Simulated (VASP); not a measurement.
# Li (Im-3m) in VASP: single point with HSE06

Aim: the single point of Li with HSE06.

All numbers are computed with VASP 6.6.1; they aren't measurements. Logs are shortened: lines on timing, memory, paths and dates and some standing lists are left out, and cuts for length are marked.

### 1 The cell of the first run

Symmetry: Im-3m, No. 229, cubic system. The conventional cell has a = 3.578 Å, b = 3.578 Å, c = 3.578 Å, α = 90.00°, β = 90.00°, γ = 90.00°. Within 4.1 Å of Li (site symmetry m-3m) lie 14 Li at 3.10 to 3.58 Å.

### 2 Single point, HSE06

Input file POSCAR:

```
Li
1.0
   -1.7890636389      1.7890636389      1.7890636389
    1.7890636389     -1.7890636389      1.7890636389
    1.7890636389      1.7890636389     -1.7890636389
Li
1
Direct
    0.0000000000      0.0000000000      0.0000000000
```

Input file INCAR.step1:

```
SYSTEM = Li
PREC = Accurate
ENCUT = 520
EDIFF = 1E-5
ISMEAR = -1
SIGMA = 0.05
LREAL = .False.
LASPH = .True.
NELM = 80
ALGO = Normal
ISIF = 2
LWAVE = .True.
LCHARG = .False.
NBANDS = 8
GGA = PE
```

Input file INCAR.step2:

```
SYSTEM = Li
PREC = Accurate
ENCUT = 520
EDIFF = 1E-6
ISMEAR = -1
SIGMA = 0.05
LREAL = .False.
LASPH = .True.
NELM = 80
ALGO = Normal
ISIF = 2
LWAVE = .False.
LCHARG = .False.
GGA = PE
LHFCALC = .True.
HFSCREEN = 0.2079
PRECFOCK = Normal
NBANDS = 8
ISTART = 1
```

Input file KPOINTS:

```
Automatic mesh
0
Gamma
  6 6 6
  0 0 0
```

Potentials or basis: VASP PAW PBE potentials, release 64 (Li_sv).

Started as:

```bash
cat potpaw_PBE.64/Li_sv/POTCAR > POTCAR
cp INCAR.step1 INCAR
mpirun -np 1 vasp_std > vasp.out
cp INCAR.step2 INCAR
mpirun -np 1 vasp_std > vasp.out
```

OUTCAR:

```text
SYSTEM = Li
   PREC = Accurate
   ENCUT = 520
   EDIFF = 1E-6
   ISMEAR = -1
   LREAL = .False.
   LASPH = .True.
   NELM = 80
   ISIF = 2
   GGA = PE
   LHFCALC = .True.
   HFSCREEN = 0.2079
   PRECFOCK = Normal
   ISTART = 1

 ion  position               nearest neighbor table
   1  0.000  0.000  0.000-

  LATTYP: Found a body centered cubic cell.
 ALAT       =     3.5781272778

  Lattice vectors:

 A1 = (  -1.7890636389,   1.7890636389,   1.7890636389)
 A2 = (   1.7890636389,  -1.7890636389,   1.7890636389)
 A3 = (   1.7890636389,   1.7890636389,  -1.7890636389)

Analysis of symmetry for initial positions (statically):
=====================================================================
 Subroutine PRICEL returns:
 Original cell was already a primitive cell.

 Routine SETGRP: Setting up the symmetry group for a
 body centered cubic supercell.

 Subroutine GETGRP returns: Found 48 space group operations
 (whereof 48 operations were pure point group operations)
 out of a pool of 48 trial point group operations.

The static configuration has the point symmetry O_h .

Analysis of symmetry for dynamics (positions and initial velocities):
=====================================================================
 Subroutine PRICEL returns:
 Original cell was already a primitive cell.

 Routine SETGRP: Setting up the symmetry group for a
 body centered cubic supercell.

 Subroutine GETGRP returns: Found 48 space group operations
 (whereof 48 operations were pure point group operations)
 out of a pool of 48 trial point group operations.

The dynamic configuration has the point symmetry O_h .

 Subroutine INISYM returns: Found 48 space group operations
 (whereof 48 operations are pure point group operations),
 and found     1 'primitive' translations

----------------------------------------------------------------------------------------

                                     Primitive cell

  volume of cell :      22.9054

  direct lattice vectors                    reciprocal lattice vectors
    -1.789063639  1.789063639  1.789063639     0.000000000  0.279475805  0.279475805
     1.789063639 -1.789063639  1.789063639     0.279475805  0.000000000  0.279475805
     1.789063639  1.789063639 -1.789063639     0.279475805  0.279475805  0.000000000

  length of vectors
     3.098749121  3.098749121  3.098749121     0.395238473  0.395238473  0.395238473

  position of ions in fractional coordinates (direct lattice)
     0.000000000  0.000000000  0.000000000

  ion indices of the primitive-cell ions
   primitive index   ion index
                 1           1

----------------------------------------------------------------------------------------

 KPOINTS: Automatic mesh

Automatic generation of k-mesh.
 Grid dimensions read from file:
 generate k-points for:    6    6    6

 Generating k-lattice:

  Cartesian coordinates                     Fractional coordinates (reciprocal lattice)
     0.000000000  0.046579301  0.046579301     0.166666667  0.000000000  0.000000000
     0.046579301  0.000000000  0.046579301     0.000000000  0.166666667  0.000000000
     0.046579301  0.046579301  0.000000000     0.000000000  0.000000000  0.166666667

  Length of vectors
     0.065873079  0.065873079  0.065873079

  Shift w.r.t. Gamma in fractional coordinates (k-lattice)
     0.000000000  0.000000000  0.000000000

 Subroutine IBZKPT returns following result:
 ===========================================

 Found     16 irreducible k-points:

 Following reciprocal coordinates:
            Coordinates               Weight
  0.000000  0.000000  0.000000      1.000000
  0.166667  0.000000  0.000000     12.000000
  0.333333  0.000000  0.000000     12.000000
  0.500000  0.000000  0.000000      6.000000
  0.166667  0.166667  0.000000     24.000000
  0.333333  0.166667 -0.000000     48.000000
  0.333333  0.333333  0.000000      8.000000
  0.166667  0.166667  0.166667      8.000000
  0.333333  0.166667  0.166667     12.000000
 -0.166667  0.166667  0.166667      6.000000
 -0.333333  0.333333  0.166667     24.000000
  0.500000  0.500000  0.166667     12.000000
 -0.333333  0.500000  0.166667     24.000000
 -0.333333  0.333333  0.333333      6.000000
  0.500000  0.500000  0.333333     12.000000
  0.500000  0.500000  0.500000      1.000000
   k-points           NKPTS =     16   k-points in BZ     NKDIM =    216   number of bands    NBANDS=      8
   number of dos      NEDOS =    301   number of ions     NIONS =      1
   total plane-waves  NPLWV =  13824
   dimension x,y,z NGX =    24 NGY =   24 NGZ =   24
   dimension x,y,z NGXF=    48 NGYF=   48 NGZF=   48
   ions per type =               1
   NGX,Y,Z   is equivalent  to a cutoff of  12.88, 12.88, 12.88 a.u.
   NGXF,Y,Z  is equivalent  to a cutoff of  25.75, 25.75, 25.75 a.u.
 SYSTEM =  Li
   PREC   = accura    normal or accurate (medium, high low for compatibility)
   ISTART =      1    job   : 0-new  1-cont  2-samecut
   ICHARG =      0    charge: 1-file 2-atom 10-const
   ISPIN  =      1    spin polarized calculation?
   LNONCOLLINEAR =      F non collinear calculations
   LSORBIT =      F    spin-orbit coupling
   LASPH  =      T    aspherical Exc in radial PAW
   ENCUT  =  520.0 eV  38.22 Ry    6.18 a.u.   5.76  5.76  5.76*2*pi/ulx,y,z
   NELM   =     80;   NELMIN=  2; NELMDL=  0     # of ELM steps
   EDIFF  = 0.1E-05   stopping-criterion for ELM
   LREAL  =      F    real-space projection
   EDIFFG = 0.1E-04   stopping-criterion for IOM
   NSW    =      0    number of steps for IOM
   IBRION =     -1    ionic relax: 0-MD 1-quasi-New 2-CG
   NFREE  =      0    steps in history (QN), initial steepest desc. (CG)
   ISIF   =      2    stress and relaxation
   ISYM   =      3    0-nonsym 1-usesym 2-fastsym
   POTIM  = 0.5000    time-step for ionic-motion
   TEBEG  =    0.0;   TEEND  =   0.0 temperature during run
   PSTRESS=    0.0 pullay stress
   NELECT =       3.0000    total number of electrons
   NUPDOWN=      -1.0000    fix difference up-down
   EMIN   =  10.00;   EMAX   =-10.00  energy-range for DOS
   EFERMI =   0.00;   METHOD = LEGACY
   ISMEAR =    -1;   SIGMA  =   0.05  broadening in eV -4-tet -1-fermi 0-gaus
   EFERMI_NEDOS =   21; number of points for ismear=-14 and -15
   IALGO  =     38    algorithm
   IMIX   =      1    mixing-type and parameters
     AMIX     =   0.40;   BMIX     =  1.00
     AMIX_MAG =   1.60;   BMIX_MAG =  1.00
  volume/ion in A,a.u.               =      22.91       154.57
  Fermi-wavevector in a.u.,A,eV,Ry     =   0.831386  1.571092  9.404387  0.691203
  Thomas-Fermi vector in A             =   1.944264
   LORBIT       =      0    0 simple, 1 ext, 2 COOP (PROOUT), +10 PAW based schemes
   GGA     = PE    functional components
   LHFCALC =     T    Hartree Fock is set to
   PRECFOCK=normal    Normal, Fast or Accurate (Low or Medium for compatibility)
   ENCUT4O =  -1.0   cutoff for four orbital integrals eV
   NKREDX  =     1    reduce k-point grid by
   NKREDY  =     1    reduce k-point grid by
   NKREDZ  =     1    reduce k-point grid by
   AEXX    =    0.2500 exact exchange contribution
   HFSCREEN=    0.2079 screening length (either q_TF or 0.3 A-1)
   HFSCREENC=   0.2079 screening length for correlation (either q_TF or 0.3 A-1)
   ENCUTFOCK=  -1.0 apply spherical cutoff to Coloumb kernel
   IVDW    =     0    specifies the selected vdW correction
   LEPSILON=     F    determine dielectric tensor
   LRPA    =     F    only Hartree local field effects (RPA)
 non-spin polarized calculation
  energy-cutoff  :      520.00
  volume of cell :       22.91
 maximum number of plane-waves:       632
  NGX = 18; NGY = 18; NGZ = 18

 number of electron       3.0000006 magnetization

 Free energy of the ion-electron system (eV)
  ---------------------------------------------------
  ext. energy  EPLUGINS =         0.00000000
  ---------------------------------------------------
  free energy    TOTEN  =        -1.93084920 eV

  energy without entropy =       -1.91559460  energy(sigma->0) =       -1.92322190

 E-fermi :   0.3594     XC(G=0):  -5.7236

 val. band max:       -0.1437964569   @ k =   0.1667   0.1667   0.1667
 cond. band min:       0.3719524593   @ k =   0.3333   0.1667  -0.0000
 fundamental gap:      0.5157489162
 Fermi energy:         0.3593595304

 k-point     1 :       0.0000    0.0000    0.0000
  band No.  band energies     occupation
      1     -50.1054      2.00000
      2      -3.8269      2.00000
      3      14.5154      0.00000
      4      14.5154      0.00000
      5      14.5155      0.00000
      6      18.9227      0.00000
      7      18.9227      0.00000
      8      18.9227      0.00000

 k-point     2 :       0.1667    0.0000    0.0000
  band No.  band energies     occupation
      1     -50.1020      2.00000
      2      -3.2031      2.00000
      3      11.4372      0.00000
      4      12.8717      0.00000
      5      13.7359      0.00000
      6      16.1993      0.00000
      7      16.6038      0.00000
      8      18.7896      0.00000

 k-point     3 :       0.3333    0.0000    0.0000
  band No.  band energies     occupation
      1     -50.0956      2.00000
      2      -1.3573      2.00000
      3       6.5338      0.00000
      4      11.1584      0.00000
      5      12.4507      0.00000
      6      14.2392      0.00000
      7      16.4618      0.00000
      8      20.1019      0.00000

 k-point     4 :       0.5000    0.0000    0.0000
  band No.  band energies     occupation
      1     -50.0924      2.00000
      2       0.6987      0.00226
      3       3.4542      0.00000
      4      10.5540      0.00000
      5      11.9308      0.00000
      6      13.5814      0.00000
      7      16.6807      0.00000
      8      21.9386      0.00000

 k-point     5 :       0.1667    0.1667    0.0000
  band No.  band energies     occupation
      1     -50.0971      2.00000
      2      -1.9562      2.00000
      3       8.7533      0.00000
      4       9.7394      0.00000
      5      12.0020      0.00000
      6      16.5296      0.00000
      7      16.9820      0.00000
      8      19.6561      0.00000

 k-point     6 :       0.3333    0.1667   -0.0000
  band No.  band energies     occupation
      1     -50.0925      2.00000
      2       0.3720      0.87473
      3       4.6800      0.00000
      4       8.3293      0.00000
      5      11.0286      0.00000
      6      16.4997      0.00000
      7      17.7981      0.00000
      8      20.9996      0.00000

 k-point     7 :       0.3333    0.3333    0.0000
  band No.  band energies     occupation
      1     -50.0911      2.00000
      2       2.8200      0.00000
      3       2.8200      0.00000
      4       6.2172      0.00000
      5      10.7226      0.00000
      6      18.7436      0.00000
      7      18.7437      0.00000
      8      19.0416      0.00000

 k-point     8 :       0.1667    0.1667    0.1667
  band No.  band energies     occupation
      1     -50.0936      2.00000
      2      -0.1438      1.99991
      3       6.8622      0.00000
      4       6.8622      0.00000
      5       9.2735      0.00000
      6      19.6080      0.00000
      7      19.6080      0.00000
      8      23.2993      0.00000

 k-point     9 :       0.3333    0.1667    0.1667
  band No.  band energies     occupation
      1     -50.0918      2.00000
      2       2.1212      0.00000
      3       3.7389      0.00000
      4       6.2112      0.00000
      5       8.7644      0.00000
      6      20.5340      0.00000
      7      20.9682      0.00000
      8      24.0856      0.00000

 k-point    10 :      -0.1667    0.1667    0.1667
  band No.  band energies     occupation
      1     -50.0990      2.00000
      2      -2.5712      2.00000
      3      10.9367      0.00000
      4      10.9367      0.00000
      5      13.1229      0.00000
      6      13.4064      0.00000
      7      18.7797      0.00000
      8      18.7797      0.00000

 k-point    11 :      -0.3333    0.3333    0.1667
  band No.  band energies     occupation
      1     -50.0932      2.00000
      2      -0.7118      2.00000
      3       6.8734      0.00000
      4       9.1178      0.00000
      5      12.0560      0.00000
      6      13.7619      0.00000
      7      17.5318      0.00000
      8      19.5572      0.00000

 k-point    12 :       0.5000    0.5000    0.1667
  band No.  band energies     occupation
      1     -50.0905      2.00000
      2       1.4182      0.00000
      3       3.7761      0.00000
      4       8.4881      0.00000
      5      11.6341      0.00000
      6      15.2544      0.00000
      7      16.9150      0.00000
      8      17.5758      0.00000

 k-point    13 :      -0.3333    0.5000    0.1667
  band No.  band energies     occupation
      1     -50.0896      2.00000
      2       1.6090      0.00000
      3       4.8333      0.00000
      4       6.7623      0.00000
      5      12.8685      0.00000
      6      13.0685      0.00000
      7      16.0748      0.00000
      8      18.9141      0.00000

 k-point    14 :      -0.3333    0.3333    0.3333
  band No.  band energies     occupation
      1     -50.0889      2.00000
      2       1.1502      0.00000
      3       7.2609      0.00000
      4       7.2609      0.00000
      5       9.4095      0.00000
      6      12.1602      0.00000
      7      15.8942      0.00000
      8      22.4723      0.00000

 k-point    15 :       0.5000    0.5000    0.3333
  band No.  band energies     occupation
      1     -50.0868      2.00000
      2       3.4833      0.00000
      3       4.7968      0.00000
      4       6.6210      0.00000
      5       9.9192      0.00000
      6      11.7899      0.00000
      7      13.4618      0.00000
      8      22.5382      0.00000

 k-point    16 :       0.5000    0.5000    0.5000
  band No.  band energies     occupation
      1     -50.0848      2.00000
      2       5.9781      0.00000
      3       5.9781      0.00000
      4       5.9781      0.00000
      5       8.0643      0.00000
      6       8.0643      0.00000
      7      13.1053      0.00000
      8      27.6039      0.00000

------------------------ aborting loop because EDIFF is reached ----------------------------------------

  FORCE on cell =-STRESS in cart. coord.  units (eV):
  Direction    XX          YY          ZZ          XY          YZ          ZX
  --------------------------------------------------------------------------------------
  -------------------------------------------------------------------------------------
  Total       -0.1495869     -0.1495869     -0.1495869      0.0000000      0.0000000      0.0000000
  in kB      -10.4632538    -10.4632538    -10.4632538      0.0000000      0.0000000      0.0000000
  external PRESSURE =     -10.4632538 kB  Pullay stress =       0.0000000 kB

 VOLUME and BASIS-vectors are now :
 -----------------------------------------------------------------------------
  energy-cutoff  :      520.00
  volume of cell :       22.91
      direct lattice vectors                 reciprocal lattice vectors
    -1.789063639  1.789063639  1.789063639     0.000000000  0.279475805  0.279475805
     1.789063639 -1.789063639  1.789063639     0.279475805  0.000000000  0.279475805
     1.789063639  1.789063639 -1.789063639     0.279475805  0.279475805  0.000000000

 POSITION                                       TOTAL-FORCE (eV/Angst)
 -----------------------------------------------------------------------------------
      0.00000      0.00000      0.00000         0.000000      0.000000      0.000000
 -----------------------------------------------------------------------------------
    total drift:                               -0.000000     -0.000000     -0.000000

  FREE ENERGIE OF THE ION-ELECTRON SYSTEM (eV)
  ---------------------------------------------------
  free  energy   TOTEN  =        -1.9308492015 eV

  energy  without entropy=       -1.9155945951  energy(sigma->0) =       -1.92322190
```

It took 2 min on 1 thread of Intel Xeon Platinum 8259CL at 2.50GHz (Skylake/Cascade Lake), shared host; peak memory 0.23 GiB.

What came out:

| Quantity | Value |
| --- | --- |
| Free energy | -1.9308 eV |
| Band gap on the k mesh | zero (an odd number of electrons rules out a gap without spin polarisation) |

Levels at points of the mesh, in eV from the Fermi level:
```csv
k point,band 1,band 2,band 3,band 4
"(0.00, 0.00, 0.00)",-50.46,-4.19,14.16,14.16
"(0.50, 0.00, 0.00)",-50.45,0.34,3.09,10.19
"(0.50, 0.50, 0.50)",-50.44,5.62,5.62,5.62
```

Caveat: the k points lie up to 0.41 Å⁻¹ apart, too coarse for converged energies and pressures of a metal; the cutoff is under 1.25 times the usual one of these potentials, so pressure, stress and relaxed cells hold a basis-set (Pulay) error; the PAW data sets were made with another functional, which shifts forces and pressure a little.
